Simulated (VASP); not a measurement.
# PtSe2 (Sudovikovite) (P-3m1) in VASP: a series of runs

Aim: see how the results for PtSe2 (Sudovikovite) move with the level of theory and the settings. Levels: PBEsol+D4, r2SCAN. Tasks: single point.

Program: VASP 6.6.1. These are calculated values, not measurements. Logs are shortened: lines on timing, memory, paths and dates and some standing lists are left out, and cuts for length are marked.

### Step 1. The cell of the first run

Symmetry: P-3m1, No. 164, trigonal system. Conventional cell: a = 3.797 Å, b = 3.797 Å, c = 5.161 Å, α = 90.00°, β = 90.00°, γ = 120.00°. Pt (site symmetry -3m) has 6 Se at 2.54 Å within 3.4 Å. Se (site symmetry 3m) has 3 Pt at 2.54 Å and 6 Se at 3.39 Å within 3.4 Å.

### Step 2. Single point, PBEsol+D4

INCAR

```
SYSTEM = PtSe2
ALGO = Normal
EDIFF = 1E-6
ENCUT = 520
GGA = PS
ISIF = 2
ISMEAR = -1
IVDW = 13
LASPH = .TRUE.
LCHARG = .FALSE.
LREAL = .FALSE.
LWAVE = .FALSE.
NBANDS = 18
NELM = 100
PREC = Accurate
SIGMA = 0.05
```

KPOINTS

```
k-points
0
G
  8 8 5
  0 0 0
```

POSCAR

```
PtSe2
1.0
    3.7970381507      0.0000000000      0.0000000000
   -1.8985190754      3.2883314977      0.0000000000
    0.0000000000      0.0000000000      5.1612801071
Pt Se
1 2
Direct
    0.0000000000      0.0000000000      0.0000000000
    0.6666666667      0.3333333333      0.7500000000
    0.3333333333      0.6666666667      0.2500000000
```

Potentials or basis: VASP PAW PBE potentials, release 64 (Pt, Se).

Run with:

```console
cat potpaw_PBE.64/Pt/POTCAR potpaw_PBE.64/Se/POTCAR > POTCAR
mpirun -np 1 vasp_std > vasp.out
```

OUTCAR:

```text
SYSTEM = PtSe2
   EDIFF = 1E-6
   ENCUT = 520
   GGA = PS
   ISIF = 2
   ISMEAR = -1
   IVDW = 13
   LASPH = .TRUE.
   LREAL = .FALSE.
   NELM = 100
   PREC = Accurate

 ion  position               nearest neighbor table
   1  0.000  0.000  0.000-   2 2.54   3 2.54   2 2.54   3 2.54   2 2.54   3 2.54
   2  0.667  0.333  0.750-   1 2.54   1 2.54   1 2.54
   3  0.333  0.667  0.250-   1 2.54   1 2.54   1 2.54

  LATTYP: Found a hexagonal cell.
 ALAT       =     3.7970381507
 C/A-ratio  =     1.3592910849

  Lattice vectors:

 A1 = (   3.7970381507,   0.0000000000,   0.0000000000)
 A2 = (  -1.8985190754,   3.2883314977,   0.0000000000)
 A3 = (   0.0000000000,   0.0000000000,   5.1612801071)

Analysis of symmetry for initial positions (statically):
=====================================================================
 Subroutine PRICEL returns:
 Original cell was already a primitive cell.

 Routine SETGRP: Setting up the symmetry group for a
 hexagonal supercell.

 Subroutine GETGRP returns: Found 12 space group operations
 (whereof 12 operations were pure point group operations)
 out of a pool of 24 trial point group operations.

The static configuration has the point symmetry D_3d.

Analysis of symmetry for dynamics (positions and initial velocities):
=====================================================================
 Subroutine PRICEL returns:
 Original cell was already a primitive cell.

 Routine SETGRP: Setting up the symmetry group for a
 hexagonal supercell.

 Subroutine GETGRP returns: Found 12 space group operations
 (whereof 12 operations were pure point group operations)
 out of a pool of 24 trial point group operations.

The dynamic configuration has the point symmetry D_3d.

 Subroutine INISYM returns: Found 12 space group operations
 (whereof 12 operations are pure point group operations),
 and found     1 'primitive' translations

----------------------------------------------------------------------------------------

                                     Primitive cell

  volume of cell :      64.4433

  direct lattice vectors                    reciprocal lattice vectors
     3.797038151  0.000000000  0.000000000     0.263363169  0.152052796  0.000000000
    -1.898519075  3.288331498  0.000000000     0.000000000  0.304105593  0.000000000
     0.000000000  0.000000000  5.161280107     0.000000000  0.000000000  0.193750383

  length of vectors
     3.797038151  3.797038151  5.161280107     0.304105593  0.304105593  0.193750383

  position of ions in fractional coordinates (direct lattice)
     0.000000000  0.000000000  0.000000000
     0.666666667  0.333333333  0.750000000
     0.333333333  0.666666667  0.250000000

  ion indices of the primitive-cell ions
   primitive index   ion index
                 1           1
                 2           2
                 3           3

----------------------------------------------------------------------------------------

 KPOINTS: k-points

Automatic generation of k-mesh.
 Grid dimensions read from file:
 generate k-points for:    8    8    5

 Generating k-lattice:

  Cartesian coordinates                     Fractional coordinates (reciprocal lattice)
     0.032920396  0.019006600  0.000000000     0.125000000 -0.000000000  0.000000000
     0.000000000  0.038013199  0.000000000     0.000000000  0.125000000  0.000000000
     0.000000000  0.000000000  0.038750077     0.000000000  0.000000000  0.200000000

  Length of vectors
     0.038013199  0.038013199  0.038750077

  Shift w.r.t. Gamma in fractional coordinates (k-lattice)
     0.000000000  0.000000000  0.000000000

 Subroutine IBZKPT returns following result:
 ===========================================

 Found     40 irreducible k-points:

 Following reciprocal coordinates:
            Coordinates               Weight
  0.000000  0.000000  0.000000      1.000000
  0.125000  0.000000  0.000000      6.000000
  0.250000  0.000000  0.000000      6.000000
  0.375000  0.000000  0.000000      6.000000
  0.500000  0.000000  0.000000      3.000000
  0.125000  0.125000  0.000000      6.000000
[... 16 lines left out ...]
 -0.125000  0.500000  0.200000     12.000000
  0.250000  0.250000  0.200000     12.000000
 [... further k-points ...]
   k-points           NKPTS =     40   k-points in BZ     NKDIM =     40   number of bands    NBANDS=     18
   number of dos      NEDOS =    301   number of ions     NIONS =      3
   total plane-waves  NPLWV =  31360
   dimension x,y,z NGX =    28 NGY =   28 NGZ =   40
   dimension x,y,z NGXF=    56 NGYF=   56 NGZF=   80
   ions per type =               1   2
   NGX,Y,Z   is equivalent  to a cutoff of  12.26, 12.26, 12.88 a.u.
   NGXF,Y,Z  is equivalent  to a cutoff of  24.52, 24.52, 25.77 a.u.
 SYSTEM =  PtSe2
   PREC   = accura    normal or accurate (medium, high low for compatibility)
   ISTART =      0    job   : 0-new  1-cont  2-samecut
   ICHARG =      2    charge: 1-file 2-atom 10-const
   ISPIN  =      1    spin polarized calculation?
   LNONCOLLINEAR =      F non collinear calculations
   LSORBIT =      F    spin-orbit coupling
   LASPH  =      T    aspherical Exc in radial PAW
   ENCUT  =  520.0 eV  38.22 Ry    6.18 a.u.   7.06  7.06  9.60*2*pi/ulx,y,z
   NELM   =    100;   NELMIN=  2; NELMDL= -5     # of ELM steps
   EDIFF  = 0.1E-05   stopping-criterion for ELM
   LREAL  =      F    real-space projection
   EDIFFG = 0.1E-04   stopping-criterion for IOM
   NSW    =      0    number of steps for IOM
   IBRION =     -1    ionic relax: 0-MD 1-quasi-New 2-CG
   NFREE  =      0    steps in history (QN), initial steepest desc. (CG)
   ISIF   =      2    stress and relaxation
   ISYM   =      2    0-nonsym 1-usesym 2-fastsym
   POTIM  = 0.5000    time-step for ionic-motion
   TEBEG  =    0.0;   TEEND  =   0.0 temperature during run
   PSTRESS=    0.0 pullay stress
   NELECT =      22.0000    total number of electrons
   NUPDOWN=      -1.0000    fix difference up-down
   EMIN   =  10.00;   EMAX   =-10.00  energy-range for DOS
   EFERMI =   0.00;   METHOD = LEGACY
   ISMEAR =    -1;   SIGMA  =   0.05  broadening in eV -4-tet -1-fermi 0-gaus
   EFERMI_NEDOS =   21; number of points for ismear=-14 and -15
   IALGO  =     38    algorithm
   IMIX   =      4    mixing-type and parameters
     AMIX     =   0.40;   BMIX     =  1.00
     AMIX_MAG =   1.60;   BMIX_MAG =  1.00
  volume/ion in A,a.u.               =      21.48       144.96
  Fermi-wavevector in a.u.,A,eV,Ry     =   1.144168  2.162164 17.811659  1.309120
  Thomas-Fermi vector in A             =   2.280861
   LORBIT       =      0    0 simple, 1 ext, 2 COOP (PROOUT), +10 PAW based schemes
   GGA     = PS    functional components
   LHFCALC =     F    Hartree Fock is set to
   AEXX    =    0.0000 exact exchange contribution
   IVDW    =    13    specifies the selected vdW correction
   LEPSILON=     F    determine dielectric tensor
   LRPA    =     F    only Hartree local field effects (RPA)
 non-spin polarized calculation
  energy-cutoff  :      520.00
  volume of cell :       64.44
 maximum number of plane-waves:      1757
   NGX = 15   NGY = 15   NGZ = 19

 number of electron      21.9999999 magnetization

 Free energy of the ion-electron system (eV)
  ---------------------------------------------------
  ext. energy  EPLUGINS =         0.00000000
  ---------------------------------------------------
  free energy    TOTEN  =       -15.85498764 eV

  energy without entropy =      -15.84880966  energy(sigma->0) =      -15.85189865

 E-fermi :   5.6222     XC(G=0): -10.5247

 val. band max:        5.5081250174   @ k =   0.1250   0.0000   0.0000
 cond. band min:       5.6328379365   @ k =   0.0000   0.1250   0.2000
 fundamental gap:      0.1247129192
 Fermi energy:         5.6222426767

 k-point     1 :       0.0000    0.0000    0.0000
  band No.  band energies     occupation
      1      -9.6050      2.00000
      2      -7.0949      2.00000
      3      -1.1127      2.00000
      4      -0.4172      2.00000
      5      -0.4172      2.00000
      6       1.9188      2.00000
[... 10 lines left out ...]
     17      12.8448      0.00000
     18      17.0342      0.00000

 k-point     2 :       0.1250    0.0000    0.0000
  band No.  band energies     occupation
      1      -9.4465      2.00000
      2      -7.1566      2.00000
      3      -0.9182      2.00000
      4      -0.3155      2.00000
      5      -0.3066      2.00000
      6       1.6709      2.00000
[... 10 lines left out ...]
     17      13.3518      0.00000
     18      15.2119      0.00000

 k-point     3 :       0.2500    0.0000    0.0000
  band No.  band energies     occupation
      1      -9.0109      2.00000
      2      -7.3192      2.00000
      3      -0.4544      2.00000
      4      -0.0689      2.00000
      5       0.0472      2.00000
      6       0.7154      2.00000
[... 10 lines left out ...]
     17      13.7623      0.00000
     18      13.8476      0.00000

 k-point     4 :       0.3750    0.0000    0.0000
  band No.  band energies     occupation
      1      -8.4297      2.00000
      2      -7.5524      2.00000
      3      -0.8155      2.00000
      4       0.1406      2.00000
      5       0.3871      2.00000
      6       0.8934      2.00000
[... 375 lines left out ...]
      4       0.0075      2.00000
      5       0.7601      2.00000
      6       0.8294      2.00000
[... 10 lines left out ...]
     17      14.4150      0.00000
     18      14.9346      0.00000

 k-point    23 :      -0.1250    0.5000    0.2000
  band No.  band energies     occupation
      1      -8.1200      2.00000
      2      -7.6379      2.00000
      3      -1.2112      2.00000
      4      -0.1384      2.00000
      5       0.3853      2.00000
      6       1.4383      2.00000
[... 10 lines left out ...]
     17      14.6596      0.00000
     18      15.2639      0.00000

 k-point    24 :       0.2500    0.2500    0.2000
  band No.  band energies     occupation
      1      -8.1172      2.00000
      2      -7.6517      2.00000
      3      -0.7303      2.00000
      4      -0.2075      2.00000
      5       0.2003      2.00000
      6       0.9632      2.00000
[... 10 lines left out ...]
     17      13.9186      0.00000
     18      14.4204      0.00000

 [... further k-points ...]

------------------------ aborting loop because EDIFF is reached ----------------------------------------

  DFT-D4 for vdW energy calculation

  Edisp (eV):   -0.81344

  FORCE on cell =-STRESS in cart. coord.  units (eV):
  Direction    XX          YY          ZZ          XY          YZ          ZX
  --------------------------------------------------------------------------------------
  -------------------------------------------------------------------------------------
  Total      -2.84976    -2.84976    -2.41570     0.00000    -0.00000     0.00000
  in kB     -70.85024   -70.85024   -60.05856     0.00000    -0.00000     0.00000
  external pressure =      -67.25 kB  Pullay stress =        0.00 kB

 VOLUME and BASIS-vectors are now :
 -----------------------------------------------------------------------------
  energy-cutoff  :      520.00
  volume of cell :       64.44
      direct lattice vectors                 reciprocal lattice vectors
     3.797038151  0.000000000  0.000000000     0.263363169  0.152052796  0.000000000
    -1.898519075  3.288331498  0.000000000     0.000000000  0.304105593  0.000000000
     0.000000000  0.000000000  5.161280107     0.000000000  0.000000000  0.193750383

 POSITION                                       TOTAL-FORCE (eV/Angst)
 -----------------------------------------------------------------------------------
      0.00000      0.00000      0.00000         0.000000      0.000000      0.000000
      1.89852      1.09611      3.87096        -0.000000      0.000000      0.314212
     -0.00000      2.19222      1.29032         0.000000     -0.000000     -0.314212
 -----------------------------------------------------------------------------------
    total drift:                               -0.000000     -0.000000     -0.000000

  FREE ENERGIE OF THE ION-ELECTRON SYSTEM (eV)
  ---------------------------------------------------
  free  energy   TOTEN  =       -16.6684280645 eV

  energy  without entropy=      -16.6622500813  energy(sigma->0) =      -16.66533907
```

It took 15 s on 1 thread of Intel Xeon 6975P-C (Granite Rapids), shared host; peak memory 0.2 GiB.

Results:

| Property | Result |
| --- | --- |
| Free energy | -16.6684 eV |
| Pressure | -6.7 GPa |
| Largest force | 0.314 eV/Å |
| Band gap on the k mesh | zero (band 11 reaches 6.00 eV, above the bottom of band 12 at 5.68 eV) |
| Dispersion energy per atom | -0.271 eV |

Forces in eV/Å, atoms in the order of the input:
```
Pt   0.000  0.000  0.000
Se   0.000  0.000  0.314
Se   0.000  0.000 -0.314
```

Caveat: the PAW data sets were made with another functional, which shifts forces and pressure a little; spin-orbit coupling is left out, which moves the levels of the heavy elements; pairwise dispersion overbinds metals, which lowers pressure and volume.

(Part 1 of 2 ends here.)
